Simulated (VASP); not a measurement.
# WC (Qusongite) in VASP: settings compared, part 2 of 2

VASP 6.6.1.

## 3. Relaxation of cell and atoms, BLYP+D4

This run uses another cell than the first one, of 10.38 Å³/atom, 0.989 times its volume.

INCAR reads:

```
  AGGAC = 1.0
  AGGAX = 1.0
  ALDAC = 0.0
  ALDAX = 1.0
  ALGO = Normal
  EDIFF = 1E-7
  EDIFFG = -0.02
  ENCUT = 600
  GGA = B5
  IBRION = 2
  ISIF = 3
  ISMEAR = -1
  IVDW = 13
  LASPH = True
  LCHARG = False
  LREAL = False
  LWAVE = False
  NELM = 60
  NSW = 80
  PREC = Accurate
  SIGMA = 0.05
  VDW_A1 = 0.44488865
  VDW_A2 = 4.0933009
  VDW_S6 = 1.0
  VDW_S8 = 2.34076671
```

KPOINTS reads:

```
k-points
0
Gamma
  10 10 9
```

POSCAR reads:

```
WC
1.0
    2.9065000000      0.0000000000      0.0000000000
   -1.4532500000      2.5171028361      0.0000000000
    0.0000000000      0.0000000000      2.8366000000
W C
1 1
Direct
    0.0000000000      0.0000000000      0.0000000000
    0.6666666667      0.3333333333      0.5000000000
```

Potentials or basis: VASP PAW PBE potentials, release 64 (W_sv, C).

Run with:

```bash
$ cat potpaw_PBE.64/W_sv/POTCAR potpaw_PBE.64/C/POTCAR > POTCAR
$ mpirun -np 1 vasp_std > vasp.out
```

Run time: 46 s. Hardware: 1 thread of Intel Xeon 6975P-C (Granite Rapids), shared host; peak memory 0.16 GiB.

Results (log left out):

* Free energy: -21.8267 eV
* Relaxed volume: 10.56 Å³/atom
* Relaxed cell: a = 2.925 Å, b = 2.925 Å, c = 2.849 Å, α = 90.00°, β = 90.00°, γ = 120.00°
* Space group after relaxing (to 0.05 Å): P-6m2 (No. 187)
* Energy gained by relaxing: 3.9 meV/atom
* Ionic steps: 6
* Pressure after relaxing: 0.0 GPa
* Band gap on the k mesh: zero (band 9 reaches 11.97 eV, above the bottom of band 10 at 10.80 eV)
* Dispersion energy per atom: -0.918 eV

The path:
| step | energy change (eV) | largest force (eV/Å) | pressure (GPa) | volume (Å³) |
| --- | --- | --- | --- | --- |
| 1 | 0.0000 | 0.0000 | 6.81 | 20.75 |
| 2 | 0.0431 | 0.0000 | -15.79 | 22.11 |
| 3 | -0.0076 | 0.0000 | -0.15 | 21.12 |
| 4 | -0.0076 | 0.0000 | -0.01 | 21.11 |
| 5 | -0.0077 | 0.0000 | 0.04 | 21.12 |
| 6 | -0.0077 | 0.0000 | 0.00 | 21.12 |

Final structure:
```
W C
1.0
     2.92550    0.00000    0.00000
    -1.46275    2.53356    0.00000
     0.00000    0.00000    2.84904
W C
1 1
Direct
  0.00000 0.00000 0.00000
  0.66667 0.33333 0.50000
```

Levels at points of the mesh, in eV from the Fermi level:
```
           k point  band 7  band 8  band 9  band 10  band 11  band 12
(0.00, 0.00, 0.00)   -3.27   -3.27    0.11     3.11     3.11     5.45
(0.50, 0.00, 0.00)   -3.52   -3.40   -0.46     2.27     4.35     4.66
```

Caveat: the PAW data sets were made with another functional, which shifts forces and pressure a little; spin-orbit coupling is left out, which moves the levels of the heavy elements; pairwise dispersion overbinds metals, which lowers pressure and volume.

## 4. Single point, PBE

This run uses another cell than the first one, of 10.38 Å³/atom, 0.989 times its volume.

INCAR reads:

```
SYSTEM = WC
ALGO     = Normal         ! electronic algorithm
EDIFF    = 1E-7           ! SCF threshold, eV
ENCUT    = 520            ! plane-wave cutoff, eV
GGA      = PE             ! functional
ISIF     = 2              ! what is computed and relaxed
ISMEAR   = -1             ! smearing method
LASPH    = .True.         ! aspherical terms in the spheres
LCHARG   = .False.        ! write CHGCAR
LREAL    = .False.        ! projectors in reciprocal space
LWAVE    = .False.        ! write WAVECAR
NBANDS   = 16             ! bands
NELM     = 60             ! most SCF steps
PREC     = Accurate       ! precision mode
SIGMA    = 0.05           ! smearing width, eV
```

KPOINTS reads:

```
k-points
0
Gamma
  10 10 9
  0 0 0
```

POSCAR reads:

```
WC
1.0
    2.9065000000     -0.0290650000      0.0000000000
   -1.4784210284      2.5316353361      0.0000000000
    0.0000000000      0.0000000000      2.8366000000
W C
1 1
Direct
   -0.0011495706     -0.0000392966      0.0000000000
    0.6678162373      0.3333726299      0.5000000000
```

Potentials or basis: VASP PAW PBE potentials, release 64 (W_sv, C).

Run with:

```bash
$ cat potpaw_PBE.64/W_sv/POTCAR potpaw_PBE.64/C/POTCAR > POTCAR
$ mpirun -np 1 vasp_std > vasp.out
```

OUTCAR:

```text
SYSTEM = WC
   EDIFF = 1E-7
   ENCUT = 520
   GGA = PE
   ISIF = 2
   ISMEAR = -1
   LASPH = .True.
   LREAL = .False.
   NELM = 60
   PREC = Accurate

 ion  position               nearest neighbor table
   1  0.999  1.000  0.000-   2 2.19   2 2.19   2 2.20   2 2.20   2 2.20   2 2.20
   2  0.668  0.333  0.500-   1 2.19   1 2.19   1 2.20   1 2.20   1 2.20   1 2.20

  LATTYP: Found a simple monoclinic cell.
 ALAT       =     2.8813656200
 B/A-ratio  =     0.9844637488
 C/A-ratio  =     1.0087735139
 COS(beta)  =    -0.4869160342

  Lattice vectors:

 A1 = (   1.4280789716,   2.5025703361,   0.0000000000)
 A2 = (   0.0000000000,   0.0000000000,  -2.8366000000)
 A3 = (  -2.9065000000,   0.0290650000,   0.0000000000)

Analysis of symmetry for initial positions (statically):
=====================================================================
 Subroutine PRICEL returns:
 Original cell was already a primitive cell.

 Routine SETGRP: Setting up the symmetry group for a
 simple monoclinic supercell.

[... 157 lines left out ...]

 Free energy of the ion-electron system (eV)
  ---------------------------------------------------
  ext. energy  EPLUGINS =         0.00000000
  ---------------------------------------------------
  free energy    TOTEN  =       -22.43979538 eV

  energy without entropy =      -22.43801759  energy(sigma->0) =      -22.43890648

 E-fermi :  11.0920     XC(G=0): -13.8007

 val. band max:       11.0433926124   @ k =   0.4000   0.2000   0.0000
 cond. band min:      11.1045290193   @ k =   0.2000   0.4000   0.0000
 fundamental gap:      0.0611364069
 Fermi energy:        11.0920105951

 k-point     1 :       0.0000    0.0000    0.0000
  band No.  band energies     occupation
      1     -62.9213      2.00000
      2     -26.9047      2.00000
      3     -26.8183      2.00000
      4     -26.7788      2.00000
      5      -3.3730      2.00000
      6       6.7648      2.00000
[... 433 lines left out ...]
      3     -26.9092      2.00000
      4     -26.8451      2.00000
      5      -1.7702      2.00000
      6       5.4472      2.00000
[... 8 lines left out ...]
     15      25.2177      0.00000
     16      29.1154      0.00000

 [... further k-points ...]
[... 5 lines left out ...]
  --------------------------------------------------------------------------------------
  -------------------------------------------------------------------------------------
  Total        0.9007569      0.9261043      0.8267095      0.6688282      0.0000000      0.0000000
  in kB       69.5492162     71.5063386     63.8318720     51.6415442      0.0000000      0.0000000
  external PRESSURE =      68.2958089 kB  Pullay stress =       0.0000000 kB

 VOLUME and BASIS-vectors are now :
 -----------------------------------------------------------------------------
  energy-cutoff  :      520.00
  volume of cell :       20.75
      direct lattice vectors                 reciprocal lattice vectors
     2.906500000 -0.029065000  0.000000000     0.346077444  0.202101844  0.000000000
    -1.478421028  2.531635336  0.000000000     0.003973219  0.397321872  0.000000000
     0.000000000  0.000000000  2.836600000     0.000000000  0.000000000  0.352534725

 POSITION                                       TOTAL-FORCE (eV/Angst)
 -----------------------------------------------------------------------------------
      1.42480      2.50250      0.00000        -0.001977      0.000163      0.000000
      1.44814      0.82457      1.41830         0.001977     -0.000163      0.000000
 -----------------------------------------------------------------------------------
    total drift:                               -0.000029      0.000007      0.000000

  FREE ENERGIE OF THE ION-ELECTRON SYSTEM (eV)
  ---------------------------------------------------
  free  energy   TOTEN  =       -22.4397953774 eV

  energy  without entropy=      -22.4380175877  energy(sigma->0) =      -22.43890648
```

OSZICAR:

```text
N       E                     dE             d eps       ncg     rms          rms(c)
DAV:   1     0.110705403725E+03    0.11071E+03   -0.94228E+03  8336   0.125E+03
DAV:   2    -0.222269279288E+02   -0.13293E+03   -0.12848E+03  9832   0.338E+02
DAV:   3    -0.254918706584E+02   -0.32649E+01   -0.32526E+01  9264   0.503E+01
DAV:   4    -0.255092557067E+02   -0.17385E-01   -0.17384E-01 10824   0.411E+00
DAV:   5    -0.255093833834E+02   -0.12768E-03   -0.12767E-03  9232   0.336E-01    0.324E+01
DAV:   6    -0.225218448175E+02    0.29875E+01   -0.57243E+00 10184   0.258E+01    0.857E+00
DAV:   7    -0.224677357331E+02    0.54109E-01   -0.43650E-01  8736   0.503E+00    0.624E+00
DAV:   8    -0.224411500610E+02    0.26586E-01   -0.63387E-02  9256   0.214E+00    0.109E+00
DAV:   9    -0.224398539828E+02    0.12961E-02   -0.32849E-03  9304   0.431E-01    0.120E-01
DAV:  10    -0.224398002404E+02    0.53742E-04   -0.30849E-04 10096   0.201E-01    0.690E-02
DAV:  11    -0.224397966366E+02    0.36038E-05   -0.20553E-05  9504   0.394E-02    0.102E-02
DAV:  12    -0.224397954355E+02    0.12011E-05   -0.37197E-06  9344   0.167E-02    0.161E-03
DAV:  13    -0.224397953774E+02    0.58095E-07   -0.14302E-07  9368   0.315E-03
   1 F= -.22439795E+02 E0= -.22438906E+02  d E =-.177779E-02
```

It took 32 s on 1 thread of Intel Xeon Platinum 8488C (Sapphire Rapids), shared host; peak memory 0.2 GiB.

What came out:

```yaml
Free_energy: -22.4398 eV
Pressure: 6.8 GPa
Band_gap_on_the_k_mesh: zero (band 9 reaches 11.73 eV, above the bottom of band 10 at 10.70 eV)
```

Levels at points of the mesh, in eV from the Fermi level:
| k point | band 5 | band 6 | band 7 | band 8 | band 9 | band 10 | band 11 | band 12 | band 13 | band 14 |
| --- | --- | --- | --- | --- | --- | --- | --- | --- | --- | --- |
| (0.00, 0.00, 0.00) | -14.47 | -4.33 | -3.50 | -3.19 | 0.07 | 3.18 | 3.28 | 5.47 | 5.73 | 6.39 |
| (0.50, 0.00, 0.00) | -11.09 | -7.00 | -3.61 | -3.54 | -0.59 | 2.24 | 4.51 | 4.93 | 6.77 | 9.68 |
| (0.00, 0.50, 0.00) | -11.12 | -7.05 | -3.63 | -3.58 | -0.48 | 2.34 | 4.42 | 4.98 | 6.84 | 9.66 |
| (0.50, 0.50, 0.00) | -11.15 | -7.09 | -3.65 | -3.63 | -0.37 | 2.43 | 4.48 | 4.88 | 6.92 | 9.63 |

Caveat: spin-orbit coupling is left out, which moves the levels of the heavy elements.

## 5. Single point, PBE

This run uses another cell than the first one, of 10.38 Å³/atom, 0.989 times its volume.

INCAR reads:

```
  PREC = Accurate
  ENCUT = 520
  EDIFF = 1E-6
  ISMEAR = 0
  SIGMA = 0.026000000000000002
  LREAL = False
  LASPH = True
  NELM = 80
  ALGO = Normal
  ISIF = 2
  LWAVE = False
  LCHARG = True
  GGA = PE
  LELF = True
  LVHAR = True
  NBANDS = 16
```

KPOINTS reads:

```
Automatic mesh
0
Gamma
  10 10 9
```

POSCAR reads:

```
WC
1.0
    2.9065000000      0.0000000000      0.0000000000
   -1.4532500000      2.5171028361      0.0000000000
    0.0000000000      0.0000000000      2.8366000000
W C
1 1
Direct
    0.0000000000      0.0000000000      0.0000000000
    0.6666666667      0.3333333333      0.5000000000
```

Run with:

```bash
$ cat potpaw_PBE.64/W_sv/POTCAR potpaw_PBE.64/C/POTCAR > POTCAR
$ mpirun -np 1 vasp_std > vasp.out
```

Run time: 17 s. Hardware: 1 thread of AMD EPYC 7R13 (Zen 3), shared host; peak memory 0.13 GiB.

The run converged. Its results:

- Free energy: -22.4453 eV
- Pressure: 6.7 GPa
- Band gap on the k mesh: zero (band 9 reaches 11.73 eV, above the bottom of band 10 at 10.54 eV)

Stress tensor (GPa, compression positive):
```
6.95 0.00 0.00
0.00 6.95 0.00
0.00 0.00 6.29
```

Levels at points of the mesh, in eV from the Fermi level:
| k point | band 7 | band 8 | band 9 | band 10 | band 11 | band 12 |
| --- | --- | --- | --- | --- | --- | --- |
| (0.00, 0.00, 0.00) | -3.34 | -3.34 | 0.07 | 3.22 | 3.22 | 5.61 |
| (0.50, 0.00, 0.00) | -3.63 | -3.58 | -0.49 | 2.33 | 4.52 | 4.88 |

Caveat: spin-orbit coupling is left out, which moves the levels of the heavy elements.

## 6. Overview

```csv
task,level,cell,cutoff (eV),smearing,gap on the mesh (eV),pressure (GPa)
single point,BLYP+D4,"a = 2.920, b = 2.920, c = 2.843 Å, angles 90.0, 90.0, 120.0°, 2 atoms",520,fermi-dirac 0.05 eV,none,2.5
relaxation of cell and atoms,BLYP+D4,"relaxed from a = 2.906, b = 2.907, c = 2.837 Å, angles 90.0, 90.0, 120.0°, 2 atoms",600,fermi-dirac 0.05 eV,none,0.0
single point,PBE,"a = 2.907, b = 2.932, c = 2.837 Å, angles 90.0, 90.0, 120.9°, 2 atoms",520,fermi-dirac 0.05 eV,none,6.8
single point,PBE,"a = 2.906, b = 2.907, c = 2.837 Å, angles 90.0, 90.0, 120.0°, 2 atoms",520,gaussian 0.026 eV,none,6.7
```

Alike in all rows: potentials or basis VASP PAW PBE potentials, release 64 (W_sv, C); no spin polarisation; k mesh 10 × 10 × 9.

Caveats: spin-orbit coupling is left out, which moves the levels of the heavy elements; the PAW data sets were made with another functional, which shifts forces and pressure a little (some runs); pairwise dispersion overbinds metals, which lowers pressure and volume (some runs).

Absolute energies hang on the potentials; compare differences alone.
